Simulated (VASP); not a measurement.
# Pt (Fd-3m) in VASP: further runs

The runs below take Pt through single point, with LDA.

Everything below comes from runs of VASP 6.6.1. Logs are shortened: lines on timing, memory, paths and dates and some standing lists are left out, and cuts for length are marked.

### 1 The cell of the first run

It takes space group Fd-3m (No. 227, cubic). Conventional cell: a = 5.386 Å, b = 5.386 Å, c = 5.386 Å, α = 90.00°, β = 90.00°, γ = 90.00°. Pt (site symmetry -43m) has 4 Pt at 2.33 Å within 3.1 Å.

### 2 Single point, LDA

File INCAR:

```
PREC     = Accurate       # precision mode
ENCUT    = 520            # plane-wave cutoff, eV
EDIFF    = 1E-7           # SCF threshold, eV
ISMEAR   = 0              # smearing method
SIGMA    = 0.05           # smearing width, eV
LREAL    = False          # projectors in reciprocal space
LASPH    = True           # aspherical terms in the spheres
NELM     = 80             # most SCF steps
ALGO     = Normal         # electronic algorithm
ISIF     = 2              # what is computed and relaxed
LWAVE    = False          # write WAVECAR
LCHARG   = True           # write CHGCAR
LELF     = True           # ELF
LVHAR    = True         
NBANDS   = 17             # bands
```

File KPOINTS:

```
regular mesh
0
Gamma
  7 7 7
```

File POSCAR:

```
Pt
1.0
    0.0000000000      2.6931616152      2.6931616152
    2.6931616152      0.0000000000      2.6931616152
    2.6931616152      2.6931616152      0.0000000000
Pt
2
Direct
    0.0000000000      0.0000000000      0.0000000000
    0.2500000000      0.2500000000      0.2500000000
```

Potentials or basis: VASP PAW LDA potentials, release 64 (Pt).

Launch:

```console
$ cat potpaw_LDA.64/Pt/POTCAR > POTCAR
$ mpirun -np 1 vasp_std > vasp.out
```

OUTCAR:

```text
PREC = Accurate
   ENCUT = 520
   EDIFF = 1E-7
   ISMEAR = 0
   LREAL = False
   LASPH = True
   NELM = 80
   ISIF = 2

 ion  position               nearest neighbor table
   1  0.000  0.000  0.000-   2 2.33   2 2.33   2 2.33   2 2.33
   2  0.250  0.250  0.250-   1 2.33   1 2.33   1 2.33   1 2.33

  LATTYP: Found a face centered cubic cell.
 ALAT       =     5.3863232304

  Lattice vectors:

 A1 = (   0.0000000000,   2.6931616152,   2.6931616152)
 A2 = (   2.6931616152,   0.0000000000,   2.6931616152)
 A3 = (   2.6931616152,   2.6931616152,   0.0000000000)

Analysis of symmetry for initial positions (statically):
=====================================================================
 Subroutine PRICEL returns:
 Original cell was already a primitive cell.

 Routine SETGRP: Setting up the symmetry group for a
 face centered cubic supercell.

 Subroutine GETGRP returns: Found 48 space group operations
 (whereof 24 operations were pure point group operations)
 out of a pool of 48 trial point group operations.

The static configuration has the point symmetry T_d .
 The point group associated with its full space group is O_h .

Analysis of symmetry for dynamics (positions and initial velocities):
=====================================================================
 Subroutine PRICEL returns:
 Original cell was already a primitive cell.

 Routine SETGRP: Setting up the symmetry group for a
 face centered cubic supercell.

 Subroutine GETGRP returns: Found 48 space group operations
 (whereof 24 operations were pure point group operations)
 out of a pool of 48 trial point group operations.

The dynamic configuration has the point symmetry T_d .
 The point group associated with its full space group is O_h .

 Subroutine INISYM returns: Found 48 space group operations
 (whereof 24 operations are pure point group operations),
 and found     1 'primitive' translations

----------------------------------------------------------------------------------------

                                     Primitive cell

  volume of cell :      39.0676

  direct lattice vectors                    reciprocal lattice vectors
     0.000000000  2.693161615  2.693161615    -0.185655401  0.185655401  0.185655401
     2.693161615  0.000000000  2.693161615     0.185655401 -0.185655401  0.185655401
     2.693161615  2.693161615  0.000000000     0.185655401  0.185655401 -0.185655401

  length of vectors
     3.808705682  3.808705682  3.808705682     0.321564587  0.321564587  0.321564587

  position of ions in fractional coordinates (direct lattice)
     0.000000000  0.000000000  0.000000000
     0.250000000  0.250000000  0.250000000

  ion indices of the primitive-cell ions
   primitive index   ion index
                 1           1
                 2           2

----------------------------------------------------------------------------------------

 KPOINTS: regular mesh

Automatic generation of k-mesh.
 Grid dimensions read from file:
 generate k-points for:    7    7    7

 Generating k-lattice:

  Cartesian coordinates                     Fractional coordinates (reciprocal lattice)
    -0.026522200  0.026522200  0.026522200     0.142857143  0.000000000  0.000000000
     0.026522200 -0.026522200  0.026522200     0.000000000  0.142857143  0.000000000
     0.026522200  0.026522200 -0.026522200     0.000000000  0.000000000  0.142857143

  Length of vectors
     0.045937798  0.045937798  0.045937798

  Shift w.r.t. Gamma in fractional coordinates (k-lattice)
     0.000000000  0.000000000  0.000000000

 Subroutine IBZKPT returns following result:
 ===========================================

 Found     20 irreducible k-points:

 Following reciprocal coordinates:
            Coordinates               Weight
  0.000000  0.000000  0.000000      1.000000
  0.142857  0.000000  0.000000      8.000000
  0.285714  0.000000  0.000000      8.000000
  0.428571  0.000000  0.000000      8.000000
  0.142857  0.142857  0.000000      6.000000
  0.285714  0.142857  0.000000     24.000000
[... 12 lines left out ...]
 -0.428571  0.428571  0.142857     24.000000
 -0.285714  0.428571  0.142857     24.000000
   k-points           NKPTS =     20   k-points in BZ     NKDIM =     20   number of bands    NBANDS=     17
   number of dos      NEDOS =    301   number of ions     NIONS =      2
   total plane-waves  NPLWV =  21952
   dimension x,y,z NGX =    28 NGY =   28 NGZ =   28
   dimension x,y,z NGXF=    56 NGYF=   56 NGZF=   56
   ions per type =               2
   NGX,Y,Z   is equivalent  to a cutoff of  12.22, 12.22, 12.22 a.u.
   NGXF,Y,Z  is equivalent  to a cutoff of  24.44, 24.44, 24.44 a.u.
 SYSTEM =  unknown system
   PREC   = accura    normal or accurate (medium, high low for compatibility)
   ISTART =      0    job   : 0-new  1-cont  2-samecut
   ICHARG =      2    charge: 1-file 2-atom 10-const
   ISPIN  =      1    spin polarized calculation?
   LNONCOLLINEAR =      F non collinear calculations
   LSORBIT =      F    spin-orbit coupling
   LASPH  =      T    aspherical Exc in radial PAW
   ENCUT  =  520.0 eV  38.22 Ry    6.18 a.u.   7.08  7.08  7.08*2*pi/ulx,y,z
   NELM   =     80;   NELMIN=  2; NELMDL= -5     # of ELM steps
   EDIFF  = 0.1E-06   stopping-criterion for ELM
   LREAL  =      F    real-space projection
   EDIFFG = 0.1E-05   stopping-criterion for IOM
   NSW    =      0    number of steps for IOM
   IBRION =     -1    ionic relax: 0-MD 1-quasi-New 2-CG
   NFREE  =      0    steps in history (QN), initial steepest desc. (CG)
   ISIF   =      2    stress and relaxation
   ISYM   =      2    0-nonsym 1-usesym 2-fastsym
   POTIM  = 0.5000    time-step for ionic-motion
   TEBEG  =    0.0;   TEEND  =   0.0 temperature during run
   PSTRESS=    0.0 pullay stress
   NELECT =      20.0000    total number of electrons
   NUPDOWN=      -1.0000    fix difference up-down
   EMIN   =  10.00;   EMAX   =-10.00  energy-range for DOS
   EFERMI =   0.00;   METHOD = LEGACY
   ISMEAR =     0;   SIGMA  =   0.05  broadening in eV -4-tet -1-fermi 0-gaus
   EFERMI_NEDOS =   21; number of points for ismear=-14 and -15
   IALGO  =     38    algorithm
   IMIX   =      4    mixing-type and parameters
     AMIX     =   0.40;   BMIX     =  1.00
     AMIX_MAG =   1.60;   BMIX_MAG =  1.00
  volume/ion in A,a.u.               =      19.53       131.82
  Fermi-wavevector in a.u.,A,eV,Ry     =   1.309621  2.474826 23.335462  1.715108
  Thomas-Fermi vector in A             =   2.440208
   LORBIT       =      0    0 simple, 1 ext, 2 COOP (PROOUT), +10 PAW based schemes
   GGA     = CA    functional components
   LHFCALC =     F    Hartree Fock is set to
   AEXX    =    0.0000 exact exchange contribution
   IVDW    =     0    specifies the selected vdW correction
   LEPSILON=     F    determine dielectric tensor
   LRPA    =     F    only Hartree local field effects (RPA)
 non-spin polarized calculation
 Gauss-broadening in eV      SIGMA  =   0.05
  energy-cutoff  :      520.00
  volume of cell :       39.07
 maximum number of plane-waves:      1067
   NGX = 15   NGY = 15   NGZ = 15

 number of electron      19.9999997 magnetization

 Free energy of the ion-electron system (eV)
  ---------------------------------------------------
  ext. energy  EPLUGINS =         0.00000000
  ---------------------------------------------------
  free energy    TOTEN  =       -11.91863047 eV

  energy without entropy =      -11.91576786  energy(sigma->0) =      -11.91719916

 E-fermi :   7.8116     XC(G=0): -11.8464

 val. band max:        7.7964107217   @ k =  -0.4286   0.4286   0.0000
 cond. band min:       7.8420309194   @ k =   0.4286   0.1429   0.0000
 fundamental gap:      0.0456201977
 Fermi energy:         7.8115663489

 k-point     1 :       0.0000    0.0000    0.0000
  band No.  band energies     occupation
      1      -0.9513      2.00000
      2       1.7147      2.00000
      3       1.7147      2.00000
      4       2.1144      2.00000
      5       2.1144      2.00000
      6       2.1144      2.00000
[... 9 lines left out ...]
     16      20.5874      0.00000
     17      21.9267      0.00000

 k-point     2 :       0.1429    0.0000    0.0000
  band No.  band energies     occupation
      1      -0.5849      2.00000
      2       1.5278      2.00000
      3       1.5278      2.00000
      4       2.0749      2.00000
      5       2.4186      2.00000
      6       2.4186      2.00000
[... 9 lines left out ...]
     16      20.4049      0.00000
     17      21.3501      0.00000

 k-point     3 :       0.2857    0.0000    0.0000
  band No.  band energies     occupation
      1       0.3240      2.00000
      2       1.4956      2.00000
      3       1.4956      2.00000
      4       1.9909      2.00000
      5       2.5666      2.00000
      6       2.5666      2.00000
[... 9 lines left out ...]
     16      21.4909      0.00000
     17      21.7300      0.00000

 k-point     4 :       0.4286    0.0000    0.0000
  band No.  band energies     occupation
      1       1.1294      2.00000
      2       1.7390      2.00000
      3       1.7390      2.00000
      4       1.8389      2.00000
      5       2.2601      2.00000
      6       2.2601      2.00000
[... 9 lines left out ...]
     16      21.5107      0.00000
     17      22.0851      0.00000
[... 263 lines left out ...]
      1       1.0543      2.00000
      2       1.2136      2.00000
      3       1.8488      2.00000
      4       2.0722      2.00000
      5       2.7242      2.00000
      6       3.2767      2.00000
[... 9 lines left out ...]
     16      22.0651      0.00000
     17      22.7976      0.00000

 k-point    19 :      -0.4286    0.4286    0.1429
  band No.  band energies     occupation
      1       0.9419      2.00000
      2       1.1751      2.00000
      3       2.0548      2.00000
      4       2.0686      2.00000
      5       3.3354      2.00000
      6       3.4842      2.00000
[... 9 lines left out ...]
     16      19.9987      0.00000
     17      24.5335      0.00000

 k-point    20 :      -0.2857    0.4286    0.1429
  band No.  band energies     occupation
      1       0.8956      2.00000
      2       1.1222      2.00000
      3       2.0639      2.00000
      4       2.1734      2.00000
      5       3.1832      2.00000
      6       3.9518      2.00000
[... 9 lines left out ...]
     16      22.6244      0.00000
     17      23.3034      0.00000

------------------------ aborting loop because EDIFF is reached ----------------------------------------

  FORCE on cell =-STRESS in cart. coord.  units (eV):
  Direction    XX          YY          ZZ          XY          YZ          ZX
  --------------------------------------------------------------------------------------
  -------------------------------------------------------------------------------------
  Total        7.1871062      7.1871062      7.1871062      0.0000000      0.0000000     -0.0000000
  in kB      294.7456494    294.7456494    294.7456494      0.0000000      0.0000000     -0.0000000
  external PRESSURE =     294.7456494 kB  Pullay stress =       0.0000000 kB

 VOLUME and BASIS-vectors are now :
 -----------------------------------------------------------------------------
  energy-cutoff  :      520.00
  volume of cell :       39.07
      direct lattice vectors                 reciprocal lattice vectors
     0.000000000  2.693161615  2.693161615    -0.185655401  0.185655401  0.185655401
     2.693161615  0.000000000  2.693161615     0.185655401 -0.185655401  0.185655401
     2.693161615  2.693161615  0.000000000     0.185655401  0.185655401 -0.185655401

 POSITION                                       TOTAL-FORCE (eV/Angst)
 -----------------------------------------------------------------------------------
      0.00000      0.00000      0.00000         0.000000      0.000000      0.000000
      1.34658      1.34658      1.34658        -0.000000     -0.000000     -0.000000
 -----------------------------------------------------------------------------------
    total drift:                                0.000000      0.000000      0.000000

  FREE ENERGIE OF THE ION-ELECTRON SYSTEM (eV)
  ---------------------------------------------------
  free  energy   TOTEN  =       -11.9186304688 eV

  energy  without entropy=      -11.9157678551  energy(sigma->0) =      -11.91719916
```

It took 8.9 s on 1 thread of Intel Xeon 6975P-C, shared host; peak memory 0.14 GiB.

Results:

* Free energy: -11.9186 eV
* Pressure: 29.5 GPa
* Band gap on the k mesh: zero (band 10 reaches 8.03 eV, above the bottom of band 11 at 7.33 eV)

Caveat: spin-orbit coupling is left out, which moves the levels of the heavy elements.

### 3 Single point, LDA

This run uses another cell than the first one, of 20.27 Å³/atom, 1.038 times its volume.

File INCAR:

```
ALGO = Normal
EDIFF = 1E-6
ENCUT = 520
GGA = CA
ISIF = 2
ISMEAR = 0
LASPH = T
LCHARG = T
LELF = T
LREAL = F
LVHAR = T
LWAVE = F
NBANDS = 17
NELM = 80
PREC = Accurate
SIGMA = 0.05
```

File KPOINTS:

```
k-points
0
Gamma
  7 7 7
```

File POSCAR:

```
Pt
1.0
    0.0000000000      2.7266401734      2.7266401734
    2.7266401734      0.0000000000      2.7266401734
    2.7266401734      2.7266401734      0.0000000000
Pt
2
Direct
    0.0000000000      0.0000000000      0.0000000000
    0.2500000000      0.2500000000      0.2500000000
```

Potentials or basis: VASP PAW LDA potentials, release 64 (Pt).

Launch:

```console
$ cat potpaw_LDA.64/Pt/POTCAR > POTCAR
$ mpirun -np 1 vasp_std > vasp.out
```

Wall time 10 s (1 thread of Intel Xeon 6975P-C, shared host); peak memory 0.15 GiB.

It converged, with:

| Quantity | Value |
| --- | --- |
| Free energy | -12.1445 eV |
| Pressure | 19.7 GPa |
| Band gap on the k mesh | zero (band 10 reaches 7.44 eV, above the bottom of band 11 at 6.76 eV) |

Levels at points of the mesh, in eV from the Fermi level:
| k point | band 8 | band 9 | band 10 | band 11 | band 12 | band 13 |
| --- | --- | --- | --- | --- | --- | --- |
| (0.00, 0.00, 0.00) | -2.43 | -2.43 | -0.04 | -0.04 | 10.98 | 11.13 |

Caveat: spin-orbit coupling is left out, which moves the levels of the heavy elements.

### 4 Single point, LDA

This run uses another cell than the first one, of 21.20 Å³/atom, 1.085 times its volume.

File INCAR:

```
PREC = Accurate ; ENCUT = 520
EDIFF = 1E-6 ; ISMEAR = 0
SIGMA = 0.05 ; LREAL = False
LASPH = True ; NELM = 60
ALGO = Normal ; ISIF = 2
LWAVE = False ; LCHARG = False
GGA = CA ; NBANDS = 17
```

File KPOINTS:

```
Automatic mesh
0
Gamma
  7 7 7
```

File POSCAR:

```
Pt
1.0
    0.0000000000      2.7675749246      2.7675749246
    2.7675749246      0.0000000000      2.7675749246
    2.7675749246      2.7675749246      0.0000000000
Pt
2
Direct
    0.0000000000      0.0000000000      0.0000000000
    0.2500000000      0.2500000000      0.2500000000
```

Launch:

```console
$ cat potpaw_LDA.64/Pt/POTCAR > POTCAR
$ mpirun -np 1 vasp_std > vasp.out
```

Run time: 9.1 s. Hardware: 1 thread of Intel Xeon 6975P-C, shared host; peak memory 0.15 GiB.

Results (log left out):

- Free energy: -12.3143 eV
- Pressure: 9.9 GPa
- Band gap on the k mesh: zero (band 10 reaches 6.75 eV, above the bottom of band 11 at 6.10 eV)

Levels at points of the mesh, in eV from the Fermi level:
```csv
k point,band 8,band 9,band 10,band 11,band 12,band 13
"(0.00, 0.00, 0.00)",-2.26,-2.26,-0.05,-0.05,10.86,10.98
```

Caveat: spin-orbit coupling is left out, which moves the levels of the heavy elements.

### 5 Overview

| cell | gap on the mesh (eV) | pressure (GPa) |
| --- | --- | --- |
| a = 3.809 Å, angles 60.0°, 2 atoms | none | 29.5 |
| a = 3.856 Å, angles 60.0°, 2 atoms | none | 19.7 |
| a = 3.914 Å, angles 60.0°, 2 atoms | none | 9.9 |

Alike in all rows: task single point; level LDA; potentials or basis VASP PAW LDA potentials, release 64 (Pt); no spin polarisation; k mesh 7 × 7 × 7; cutoff (eV) 520; smearing gaussian 0.05 eV.

Caveats: spin-orbit coupling is left out, which moves the levels of the heavy elements.

Total energies depend on the potentials used, so only differences within one code and one set of settings carry meaning.
